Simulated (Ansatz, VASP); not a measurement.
## ScAl: VASP beside Ansatz

```
CELL_PARAMETERS angstrom
3.41000 0.00000 0.00000
0.00000 3.41000 0.00000
0.00000 0.00000 3.41000
ATOMIC_POSITIONS crystal
Sc 0.50000 0.50000 0.50000
Al 0.00000 0.00000 0.00000
```

Alike in both runs: task single point; functional PBEsol; k mesh 12 × 12 × 12; occupations gaussian, width 0.1 eV; no spin polarisation.

```csv
,VASP,Ansatz
version,VASP 6.6.1,Ansatz 0.2.0
potentials or method,"VASP PAW PBE potentials, release 64 (Sc_sv, Al), cutoff 520 eV","scalar-relativistic, plane waves, PAW"
valence electrons in the cell,14,14
```

```csv
,VASP,Ansatz,Ansatz less VASP
gap on the k mesh at the Fermi level (eV),none,none,-
pressure (GPa),-4.1,-4.2,-0.11
```

VASP's potentials were made for PBE, not for PBEsol. A gap of «none» marks a metal or a gap that the smearing closes. The functional is the same, so the differences come from potentials, cutoffs and numerics.
